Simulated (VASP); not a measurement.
# Yb (Fm-3m) in VASP: further runs

Yb is run at these levels: PBE; tasks: single point.

Program: VASP 6.6.1. These are calculated values, not measurements. Logs are shortened: lines on timing, memory, paths and dates and some standing lists are left out, and cuts for length are marked.

## (1) The cell of the first run

The structure is cubic, space group Fm-3m (No. 225). The conventional cell has a = 5.006 Å, b = 5.006 Å, c = 5.006 Å, α = 90.00°, β = 90.00°, γ = 90.00°. Yb (site symmetry m-3m) has 12 Yb at 3.54 Å within 4.7 Å.

## (2) Single point, PBE (volume 31.356 Å^3 an atom, c/a of the conventional cell 1.0000)

The input, INCAR:

```
ALGO = Normal
EDIFF = 1E-6
ENCUT = 520
GGA = PE
ISIF = 2
ISMEAR = 0
LASPH = True
LCHARG = True
LELF = True
LREAL = False
LVHAR = True
LWAVE = False
NBANDS = 18
NELM = 100
PREC = Accurate
SIGMA = 0.15
```

The input, KPOINTS:

```
k-points
0
Gamma
  16 16 16
```

The input, POSCAR:

```
Yb
1.0
    0.0000000000      2.5028234767      2.5028234767
    2.5028234767      0.0000000000      2.5028234767
    2.5028234767      2.5028234767      0.0000000000
Yb
1
Direct
    0.0000000000      0.0000000000      0.0000000000
```

Potentials or basis: VASP PAW PBE potentials, release 64 (Yb).

Started as:

```
> cat potpaw_PBE.64/Yb/POTCAR > POTCAR
> mpirun -np 1 vasp_std > vasp.out
```

OUTCAR:

```text
EDIFF = 1E-6
   ENCUT = 520
   GGA = PE
   ISIF = 2
   ISMEAR = 0
   LASPH = True
   LREAL = False
   NELM = 100
   PREC = Accurate

 ion  position               nearest neighbor table
   1  0.000  0.000  0.000-

  LATTYP: Found a face centered cubic cell.
 ALAT       =     5.0056469534

  Lattice vectors:

 A1 = (   0.0000000000,   2.5028234767,   2.5028234767)
 A2 = (   2.5028234767,   0.0000000000,   2.5028234767)
 A3 = (   2.5028234767,   2.5028234767,   0.0000000000)

Analysis of symmetry for initial positions (statically):
=====================================================================
 Subroutine PRICEL returns:
 Original cell was already a primitive cell.

 Routine SETGRP: Setting up the symmetry group for a
 face centered cubic supercell.

 Subroutine GETGRP returns: Found 48 space group operations
 (whereof 48 operations were pure point group operations)
 out of a pool of 48 trial point group operations.

The static configuration has the point symmetry O_h .

Analysis of symmetry for dynamics (positions and initial velocities):
=====================================================================
 Subroutine PRICEL returns:
 Original cell was already a primitive cell.

 Routine SETGRP: Setting up the symmetry group for a
 face centered cubic supercell.

 Subroutine GETGRP returns: Found 48 space group operations
 (whereof 48 operations were pure point group operations)
 out of a pool of 48 trial point group operations.

The dynamic configuration has the point symmetry O_h .

 Subroutine INISYM returns: Found 48 space group operations
 (whereof 48 operations are pure point group operations),
 and found     1 'primitive' translations

----------------------------------------------------------------------------------------

                                     Primitive cell

  volume of cell :      31.3560

  direct lattice vectors                    reciprocal lattice vectors
     0.000000000  2.502823477  2.502823477    -0.199774377  0.199774377  0.199774377
     2.502823477  0.000000000  2.502823477     0.199774377 -0.199774377  0.199774377
     2.502823477  2.502823477  0.000000000     0.199774377  0.199774377 -0.199774377

  length of vectors
     3.539526905  3.539526905  3.539526905     0.346019370  0.346019370  0.346019370

  position of ions in fractional coordinates (direct lattice)
     0.000000000  0.000000000  0.000000000

  ion indices of the primitive-cell ions
   primitive index   ion index
                 1           1

----------------------------------------------------------------------------------------

 KPOINTS: k-points

Automatic generation of k-mesh.
 Grid dimensions read from file:
 generate k-points for:   16   16   16

 Generating k-lattice:

  Cartesian coordinates                     Fractional coordinates (reciprocal lattice)
    -0.012485899  0.012485899  0.012485899     0.062500000  0.000000000  0.000000000
     0.012485899 -0.012485899  0.012485899     0.000000000  0.062500000  0.000000000
     0.012485899  0.012485899 -0.012485899     0.000000000  0.000000000  0.062500000

  Length of vectors
     0.021626211  0.021626211  0.021626211

  Shift w.r.t. Gamma in fractional coordinates (k-lattice)
     0.000000000  0.000000000  0.000000000

 Subroutine IBZKPT returns following result:
 ===========================================

 Found    145 irreducible k-points:

 Following reciprocal coordinates:
            Coordinates               Weight
  0.000000  0.000000  0.000000      1.000000
  0.062500  0.000000  0.000000      8.000000
  0.125000  0.000000  0.000000      8.000000
  0.187500  0.000000  0.000000      8.000000
  0.250000  0.000000  0.000000      8.000000
  0.312500  0.000000  0.000000      8.000000
[... 16 lines left out ...]
 -0.125000  0.062500  0.000000     24.000000
 -0.062500  0.062500  0.000000     12.000000
 [... further k-points ...]
   k-points           NKPTS =    145   k-points in BZ     NKDIM =    145   number of bands    NBANDS=     18
   number of dos      NEDOS =    301   number of ions     NIONS =      1
   total plane-waves  NPLWV =  21952
   dimension x,y,z NGX =    28 NGY =   28 NGZ =   28
   dimension x,y,z NGXF=    56 NGYF=   56 NGZF=   56
   ions per type =               1
   NGX,Y,Z   is equivalent  to a cutoff of  13.15, 13.15, 13.15 a.u.
   NGXF,Y,Z  is equivalent  to a cutoff of  26.30, 26.30, 26.30 a.u.
 SYSTEM =  unknown system
   PREC   = accura    normal or accurate (medium, high low for compatibility)
   ISTART =      0    job   : 0-new  1-cont  2-samecut
   ICHARG =      2    charge: 1-file 2-atom 10-const
   ISPIN  =      1    spin polarized calculation?
   LNONCOLLINEAR =      F non collinear calculations
   LSORBIT =      F    spin-orbit coupling
   LASPH  =      T    aspherical Exc in radial PAW
   ENCUT  =  520.0 eV  38.22 Ry    6.18 a.u.   6.58  6.58  6.58*2*pi/ulx,y,z
   NELM   =    100;   NELMIN=  2; NELMDL= -5     # of ELM steps
   EDIFF  = 0.1E-05   stopping-criterion for ELM
   LREAL  =      F    real-space projection
   EDIFFG = 0.1E-04   stopping-criterion for IOM
   NSW    =      0    number of steps for IOM
   IBRION =     -1    ionic relax: 0-MD 1-quasi-New 2-CG
   NFREE  =      0    steps in history (QN), initial steepest desc. (CG)
   ISIF   =      2    stress and relaxation
   ISYM   =      2    0-nonsym 1-usesym 2-fastsym
   POTIM  = 0.5000    time-step for ionic-motion
   TEBEG  =    0.0;   TEEND  =   0.0 temperature during run
   PSTRESS=    0.0 pullay stress
   NELECT =      24.0000    total number of electrons
   NUPDOWN=      -1.0000    fix difference up-down
   EMIN   =  10.00;   EMAX   =-10.00  energy-range for DOS
   EFERMI =   0.00;   METHOD = LEGACY
   ISMEAR =     0;   SIGMA  =   0.15  broadening in eV -4-tet -1-fermi 0-gaus
   EFERMI_NEDOS =   21; number of points for ismear=-14 and -15
   IALGO  =     38    algorithm
   IMIX   =      4    mixing-type and parameters
     AMIX     =   0.40;   BMIX     =  1.00
     AMIX_MAG =   1.60;   BMIX_MAG =  1.00
  volume/ion in A,a.u.               =      31.36       211.60
  Fermi-wavevector in a.u.,A,eV,Ry     =   1.497517  2.829896 30.511833  2.242556
  Thomas-Fermi vector in A             =   2.609394
   LORBIT       =      0    0 simple, 1 ext, 2 COOP (PROOUT), +10 PAW based schemes
   GGA     = PE    functional components
   LHFCALC =     F    Hartree Fock is set to
   AEXX    =    0.0000 exact exchange contribution
   IVDW    =     0    specifies the selected vdW correction
   LEPSILON=     F    determine dielectric tensor
   LRPA    =     F    only Hartree local field effects (RPA)
 non-spin polarized calculation
 Gauss-broadening in eV      SIGMA  =   0.15
  energy-cutoff  :      520.00
  volume of cell :       31.36
 maximum number of plane-waves:       877
   NGX = 13   NGY = 13   NGZ = 13

 number of electron      24.0000009 magnetization

 Free energy of the ion-electron system (eV)
  ---------------------------------------------------
  ext. energy  EPLUGINS =         0.00000000
  ---------------------------------------------------
  free energy    TOTEN  =        -3.54093652 eV

  energy without entropy =       -3.52613908  energy(sigma->0) =       -3.53353780

 E-fermi :   2.0285     XC(G=0): -10.0593

 val. band max:        2.0267432196   @ k =   0.4375   0.4375   0.0000
 cond. band min:       2.0359768087   @ k =  -0.4375   0.4375   0.0000
 fundamental gap:      0.0092335891
 Fermi energy:         2.0284962340

 k-point     1 :       0.0000    0.0000    0.0000
  band No.  band energies     occupation
      1     -49.6010      2.00000
      2     -21.6855      2.00000
      3     -21.6855      2.00000
      4     -21.6855      2.00000
      5      -3.4235      2.00000
      6       1.4781      2.00000
[... 10 lines left out ...]
     17       7.4675      0.00000
     18      12.1820      0.00000

 k-point     2 :       0.0625    0.0000    0.0000
  band No.  band energies     occupation
      1     -49.5998      2.00000
      2     -21.7069      2.00000
      3     -21.6882      2.00000
      4     -21.6882      2.00000
      5      -3.3181      2.00000
      6       1.4788      2.00000
[... 10 lines left out ...]
     17       7.3967      0.00000
     18      12.4378      0.00000

 k-point     3 :       0.1250    0.0000    0.0000
  band No.  band energies     occupation
      1     -49.5964      2.00000
      2     -21.7673      2.00000
      3     -21.6959      2.00000
      4     -21.6959      2.00000
      5      -3.0102      2.00000
      6       1.4814      2.00000
[... 10 lines left out ...]
     17       7.2479      0.00000
     18      13.0159      0.00000

 k-point     4 :       0.1875    0.0000    0.0000
  band No.  band energies     occupation
      1     -49.5914      2.00000
      2     -21.8563      2.00000
      3     -21.7074      2.00000
      4     -21.7074      2.00000
      5      -2.5257      2.00000
      6       1.4872      2.00000
[... 10 lines left out ...]
     17       7.1916      0.00000
     18      12.6368      0.00000

 k-point     5 :       0.2500    0.0000    0.0000
  band No.  band energies     occupation
      1     -49.5854      2.00000
      2     -21.9590      2.00000
      3     -21.7209      2.00000
      4     -21.7209      2.00000
      5      -1.9096      2.00000
      6       1.4980      2.00000
[... 10 lines left out ...]
     17       7.4077      0.00000
     18      11.9153      0.00000

 k-point     6 :       0.3125    0.0000    0.0000
  band No.  band energies     occupation
      1     -49.5794      2.00000
      2     -22.0594      2.00000
      3     -21.7344      2.00000
      4     -21.7344      2.00000
      5      -1.2313      2.00000
      6       1.5133      2.00000
[... 307 lines left out ...]
 k-point    21 :      -0.2500    0.0625    0.0000
  band No.  band energies     occupation
      1     -49.5826      2.00000
      2     -21.9939      2.00000
      3     -21.7470      2.00000
      4     -21.7197      2.00000
      5      -1.6020      2.00000
      6       1.5040      2.00000
[... 10 lines left out ...]
     17       8.0067      0.00000
     18      11.9258      0.00000

 k-point    22 :      -0.1875    0.0625    0.0000
  band No.  band energies     occupation
      1     -49.5886      2.00000
      2     -21.8941      2.00000
      3     -21.7316      2.00000
      4     -21.7062      2.00000
      5      -2.2461      2.00000
      6       1.4912      2.00000
[... 10 lines left out ...]
     17       7.6179      0.00000
     18      12.6062      0.00000

 k-point    23 :      -0.1250    0.0625    0.0000
  band No.  band energies     occupation
      1     -49.5940      2.00000
      2     -21.8031      2.00000
      3     -21.7156      2.00000
      4     -21.6955      2.00000
      5      -2.7775      2.00000
      6       1.4838      2.00000
[... 10 lines left out ...]
     17       7.4615      0.00000
     18      13.2834      0.00000

 k-point    24 :      -0.0625    0.0625    0.0000
  band No.  band energies     occupation
      1     -49.5979      2.00000
      2     -21.7369      2.00000
      3     -21.7004      2.00000
      4     -21.6891      2.00000
      5      -3.1451      2.00000
      6       1.4801      2.00000
[... 10 lines left out ...]
     17       7.4472      0.00000
     18      12.8333      0.00000

 [... further k-points ...]

------------------------ aborting loop because EDIFF is reached ----------------------------------------

  FORCE on cell =-STRESS in cart. coord.  units (eV):
  Direction    XX          YY          ZZ          XY          YZ          ZX
  --------------------------------------------------------------------------------------
  -------------------------------------------------------------------------------------
  Total        0.3669786      0.3669786      0.3669786      0.0000000     -0.0000000      0.0000000
  in kB       18.7512712     18.7512712     18.7512712      0.0000000     -0.0000000      0.0000000
  external PRESSURE =      18.7512712 kB  Pullay stress =       0.0000000 kB

 VOLUME and BASIS-vectors are now :
 -----------------------------------------------------------------------------
  energy-cutoff  :      520.00
  volume of cell :       31.36
      direct lattice vectors                 reciprocal lattice vectors
     0.000000000  2.502823477  2.502823477    -0.199774377  0.199774377  0.199774377
     2.502823477  0.000000000  2.502823477     0.199774377 -0.199774377  0.199774377
     2.502823477  2.502823477  0.000000000     0.199774377  0.199774377 -0.199774377

 POSITION                                       TOTAL-FORCE (eV/Angst)
 -----------------------------------------------------------------------------------
      0.00000      0.00000      0.00000         0.000000     -0.000000      0.000000
 -----------------------------------------------------------------------------------
    total drift:                               -0.000000     -0.000000     -0.000000

  FREE ENERGIE OF THE ION-ELECTRON SYSTEM (eV)
  ---------------------------------------------------
  free  energy   TOTEN  =        -3.5409365184 eV

  energy  without entropy=       -3.5261390769  energy(sigma->0) =       -3.53353780
```

Wall time 61 s (1 thread of Intel Xeon 6975P-C (Granite Rapids), shared host); peak memory 0.24 GiB.

Results:

- Free energy: -3.5409 eV
- Pressure: 1.9 GPa
- Band gap on the k mesh: zero (band 12 reaches 2.04 eV, above the bottom of band 13 at 1.90 eV)

Caveat: spin-orbit coupling is left out, which moves the levels of the heavy elements.

## (3) Single point, PBE (volume 32.782 Å^3 an atom, c/a of the conventional cell 1.0000)

The input, INCAR:

```
SYSTEM = Yb
  PREC = Accurate
  ENCUT = 520
  EDIFF = 1E-6
  ISMEAR = 0
  SIGMA = 0.15
  LREAL = .FALSE.
  LASPH = .TRUE.
  NELM = 60
  ALGO = Fast
  ISIF = 2
  LWAVE = .FALSE.
  LCHARG = .FALSE.
  GGA = PE
  NBANDS = 18
```

The input, KPOINTS:

```
Automatic mesh
0
G
  16 16 16
  0 0 0
```

The input, POSCAR:

```
Yb
1.0
    0.0000000000      2.5402033441      2.5402033441
    2.5402033441      0.0000000000      2.5402033441
    2.5402033441      2.5402033441      0.0000000000
Yb
1
Direct
    0.0000000000      0.0000000000      0.0000000000
```

Potentials or basis: VASP PAW PBE potentials, release 64 (Yb).

Started as:

```
> cat potpaw_PBE.64/Yb/POTCAR > POTCAR
> mpirun -np 1 vasp_std > vasp.out
```

It took 2.2 min on 1 thread of Intel Xeon 6975P-C (Granite Rapids), shared host; peak memory 0.24 GiB.

Results (log left out):

```
Free energy            : -3.5608 eV
Pressure               : 1.6 GPa
Band gap on the k mesh : zero (band 12 reaches 1.90 eV, above the bottom of band 13 at 1.83 eV)
```

Levels at points of the mesh, in eV from the Fermi level:
```
           k point  band 9  band 10  band 11  band 12  band 13  band 14  band 15  band 16
(0.00, 0.00, 0.00)   -0.42    -0.30    -0.30    -0.30     2.94     2.94     2.94     5.27
(0.50, 0.00, 0.00)   -0.43    -0.32    -0.32    -0.30     0.59     2.70     2.70     7.00
(0.50, 0.50, 0.00)   -0.41    -0.35    -0.34    -0.34    -0.06     2.07     7.03     7.55
```

Caveat: spin-orbit coupling is left out, which moves the levels of the heavy elements.

## (4) Single point, PBE (volume 34.207 Å^3 an atom, c/a of the conventional cell 1.0000)

The input, INCAR:

```
SYSTEM = Yb
PREC = Accurate ; ENCUT = 520
EDIFF = 1E-6 ; ISMEAR = 0
SIGMA = 0.15 ; LREAL = .False.
LASPH = .True. ; NELM = 60
ALGO = Normal ; ISIF = 2
LWAVE = .False. ; LCHARG = .False.
GGA = PE ; NBANDS = 18
```

The input, KPOINTS:

```
regular mesh
0
Gamma
  16 16 16
  0 0 0
```

The input, POSCAR:

```
Yb
1.0
    0.0000000000      2.5764892256      2.5764892256
    2.5764892256      0.0000000000      2.5764892256
    2.5764892256      2.5764892256      0.0000000000
Yb
1
Direct
    0.0000000000      0.0000000000      0.0000000000
```

Started as:

```
> cat potpaw_PBE.64/Yb/POTCAR > POTCAR
> mpirun -np 1 vasp_std > vasp.out
```

It took 94 s on 1 thread of Intel Xeon 6975P-C (Granite Rapids), shared host; peak memory 0.24 GiB.

The run converged. Its results:

```
Free energy            : -3.5710 eV
Pressure               : 0.1 GPa
Band gap on the k mesh : zero (filled and empty bands touch)
```

Levels at points of the mesh, in eV from the Fermi level:
| k point | band 10 | band 11 | band 12 | band 13 | band 14 | band 15 |
| --- | --- | --- | --- | --- | --- | --- |
| (0.00, 0.00, 0.00) | -0.30 | -0.30 | -0.30 | 2.89 | 2.89 | 2.89 |
| (0.50, 0.00, 0.00) | -0.32 | -0.32 | -0.30 | 0.47 | 2.66 | 2.66 |
| (0.50, 0.50, 0.00) | -0.34 | -0.33 | -0.33 | 0.00 | 1.89 | 6.79 |

Caveat: spin-orbit coupling is left out, which moves the levels of the heavy elements. Spin polarisation is off, so any magnetic state and its effect on volume and gap are missing.

## (5) Single point, PBE (volume 37.058 Å^3 an atom, c/a of the conventional cell 1.0000)

The input, INCAR:

```
SYSTEM = Yb
PREC = Accurate
ENCUT = 520
EDIFF = 1E-6
ISMEAR = 0
SIGMA = 0.15
LREAL = .False.
LASPH = .True.
NELM = 80
ALGO = Normal
ISIF = 2
LWAVE = .False.
LCHARG = .False.
GGA = PE
NBANDS = 18
```

KPOINTS is that of step 4.

The input, POSCAR:

```
Yb
1.0
    0.0000000000      2.6461674752      2.6461674752
    2.6461674752      0.0000000000      2.6461674752
    2.6461674752      2.6461674752      0.0000000000
Yb
1
Direct
    0.0000000000      0.0000000000      0.0000000000
```

Started as:

```
> cat potpaw_PBE.64/Yb/POTCAR > POTCAR
> mpirun -np 1 vasp_std > vasp.out
```

Wall time 74 s (1 thread of Intel Xeon 6975P-C (Granite Rapids), shared host); peak memory 0.25 GiB.

It converged, with:

```yaml
Free_energy: -3.5683 eV
Pressure: -1.8 GPa
Band_gap_on_the_k_mesh: zero (band 12 reaches 1.51 eV, above the bottom of band 13 at 1.50 eV)
```

Levels at points of the mesh, in eV from the Fermi level:
| k point | band 9 | band 10 | band 11 | band 12 | band 13 | band 14 | band 15 | band 16 |
| --- | --- | --- | --- | --- | --- | --- | --- | --- |
| (0.00, 0.00, 0.00) | -0.39 | -0.30 | -0.30 | -0.30 | 2.81 | 2.81 | 2.81 | 4.87 |
| (0.50, 0.00, 0.00) | -0.40 | -0.31 | -0.31 | -0.29 | 0.29 | 2.60 | 2.60 | 6.37 |
| (0.50, 0.50, 0.00) | -0.39 | -0.33 | -0.32 | -0.32 | 0.12 | 1.60 | 6.39 | 6.82 |

Caveat: spin-orbit coupling is left out, which moves the levels of the heavy elements. Spin polarisation is off, so any magnetic state and its effect on volume and gap are missing.

[end of part 1 of 2]
